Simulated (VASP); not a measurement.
Input of a VASP 6.6.1 run:

INCAR

```
ALGO = Normal
EDIFF = 1E-6
ENCUT = 520
GGA = PS
ISIF = 2
ISMEAR = 0
LASPH = True
LCHARG = True
LELF = True
LREAL = False
LVHAR = True
LWAVE = False
NBANDS = 10
NELM = 60
PREC = Accurate
SIGMA = 0.1
```

Contents of KPOINTS:

```
k-points
0
Gamma
  14 14 14
```

Contents of POSCAR:

```
Na
1.0
   -1.8701823685      1.8701823685      2.5328668962
    1.8701823685     -1.8701823685      2.5328668962
    1.8701823685      1.8701823685     -2.5328668962
Na
1
Direct
    0.0000000000      0.0000000000      0.0000000000
```

Potentials or basis: VASP PAW PBE potentials, release 64 (Na_pv).

Run with:

```console
$ cat potpaw_PBE.64/Na_pv/POTCAR > POTCAR
$ mpirun -np 1 vasp_std > vasp.out
```

Estimate the pressure.

0.2 GPa.

Caveat: the cell differs from its parent crystal (strained); the PAW data sets were made with another functional, which shifts forces and pressure a little.
